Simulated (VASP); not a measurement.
Crystal: MgO.

```
CELL_PARAMETERS angstrom
0.00000 2.30616 2.30616
2.30616 0.00000 2.30616
2.30616 2.30616 0.00000
ATOMIC_POSITIONS crystal
Mg 0.50000 0.50000 0.50000
O 0.75000 0.75000 0.75000
```

- Program: VASP 6.6.1
- Task: relaxation of cell and atoms
- Functional: RPBE
- Dispersion: D3(BJ)
- Potentials or basis: VASP PAW PBE potentials, release 64 (Mg_sv, O)
- Cutoff: 840 eV
- k mesh: 10 × 10 × 10
- Occupations: fermi-dirac, width 0.05 eV
- Spin: no spin polarisation

At the start: pressure -12.4 GPa; volume 12.27 Å³/atom.

Problem. Where does the relaxation end?

Solution. Over 3 steps the energy falls by 52.5 meV/atom and the volume is 11.02 Å³/atom (-10.1 %); space group F-43m (No. 216, to 0.1 Å) before and after.

The path:
```
step  energy change (eV)  largest force (eV/Å)  pressure (GPa)  volume (Å³)
   1              0.0000                0.0000          -12.38        24.53
   2             -0.0933                0.0000            5.24        21.32
   3             -0.1049                0.0000            0.03        22.05
```

Final structure:
```
CELL_PARAMETERS angstrom
0.00000 2.22551 2.22551
2.22551 0.00000 2.22551
2.22551 2.22551 0.00000
ATOMIC_POSITIONS crystal
Mg 0.50000 0.50000 0.50000
O 0.75000 0.75000 0.75000
```

Caveat: the dispersion term is far too large for a dense solid, which distorts pressure and volume; the PAW data sets were made with another functional, which shifts forces and pressure a little.
